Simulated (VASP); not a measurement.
NaFeN:

```
CELL_PARAMETERS angstrom
2.99928 0.00000 0.00000
-1.49964 2.59745 0.00000
0.00000 0.00000 9.88780
ATOMIC_POSITIONS crystal
Na 0.66667 0.33333 0.76181
Na 0.33333 0.66667 0.26181
Fe 0.00000 0.00000 0.51829
Fe 0.00000 0.00000 0.01829
N 0.33333 0.66667 0.56454
N 0.66667 0.33333 0.06454
```

- Program: VASP 6.6.1
- Task: relaxation of cell and atoms
- Functional: PBEsol
- Potentials or basis: VASP PAW PBE potentials, release 64 (Na_pv, Fe, N)
- Cutoff: 600 eV
- k mesh: 12 × 12 × 2
- Occupations: fermi-dirac, width 0.02 eV
- Spin: no spin polarisation

At the start: pressure -3.4 GPa; volume 12.84 Å³/atom.

Problem. Where does the relaxation end?

Solution. Over 18 steps the energy falls by 3.9 meV/atom and the volume is 12.44 Å³/atom (-3.1 %); space group P6_3mc (No. 186, to 0.1 Å) before and after.

Step by step:
| step | energy change (eV) | largest force (eV/Å) | pressure (GPa) | volume (Å³) |
| --- | --- | --- | --- | --- |
| 1 | 0.0000 | 0.1440 | -3.43 | 77.03 |
| 2 | -0.0005 | 0.4642 | 3.03 | 74.00 |
| 3 | -0.0185 | 0.1692 | -0.20 | 75.48 |
| 4 | -0.0185 | 0.1623 | -0.40 | 75.52 |
| 5 | -0.0226 | 0.0217 | -0.24 | 75.03 |
| 6 | -0.0230 | 0.0524 | -0.10 | 74.80 |
| 7 | -0.0230 | 0.0421 | -0.20 | 74.84 |
| 8 | -0.0230 | 0.0457 | -0.11 | 74.82 |
| 9 | -0.0235 | 0.0073 | 0.14 | 74.65 |
| 10 | -0.0235 | 0.0025 | 0.13 | 74.63 |
| 11 | -0.0235 | 0.0143 | 0.21 | 74.57 |
| 12 | -0.0235 | 0.0096 | 0.15 | 74.59 |
| 13 | -0.0236 | 0.0177 | -0.09 | 74.67 |
| 14 | -0.0236 | 0.0090 | 0.04 | 74.64 |
| 15 | -0.0236 | 0.0092 | -0.03 | 74.64 |
| 16 | -0.0236 | 0.0093 | -0.04 | 74.64 |
| 17 | -0.0236 | 0.0078 | 0.10 | 74.61 |
| 18 | -0.0236 | 0.0035 | 0.02 | 74.63 |

Final structure:
```xyz
6
Lattice="2.9743 0.0000 0.0000 -1.4872 2.5759 0.0000 0.0000 0.0000 9.7411" Properties=species:S:1:pos:R:3 pbc="T T T"
Na    1.4872    0.8586    7.4179
Na    0.0000    1.7172    2.5473
Fe    0.0000    0.0000    5.0455
Fe    0.0000    0.0000    0.1749
N     0.0000    1.7172    5.5055
N     1.4872    0.8586    0.6350
```

Caveat: the PAW data sets were made with another functional, which shifts forces and pressure a little.
